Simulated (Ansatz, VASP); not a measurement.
**Al in VASP and in Ansatz**

```
CELL_PARAMETERS angstrom
-1.65487 1.65487 1.59122
1.65487 -1.65487 1.59122
1.65487 1.65487 -1.59122
ATOMIC_POSITIONS crystal
Al 0.00000 0.00000 0.00000
```

Change from the starting cell: strain +0.0400 x Voigt [1, 1, 0, 0, 0, 0], atoms carried along.

Alike in both runs: task single point; functional PBEsol; k mesh 20 × 20 × 20; occupations gaussian, width 0.15 eV; no spin polarisation.

|  | VASP | Ansatz |
| --- | --- | --- |
| version | VASP 6.6.1 | Ansatz 0.2.0 |
| potentials or method | VASP PAW PBE potentials, release 64 (Al), cutoff 520 eV | scalar-relativistic, plane waves, PAW |
| valence electrons in the cell | 3 | 3 |

|  | VASP | Ansatz | Ansatz less VASP |
| --- | --- | --- | --- |
| gap on the k mesh at the Fermi level (eV) | none | none | - |
| pressure (GPa) | -3.3 | -3.3 | -0.05 |
| traceless stress, the component that is largest in VASP (GPa) | -0.85 | -0.85 | +0.002 |

VASP's potentials were made for PBE, not for PBEsol. A gap of «none» marks a metal or a gap that the smearing closes. With one functional, cell and mesh, what is left measures potentials, basis and numerics.
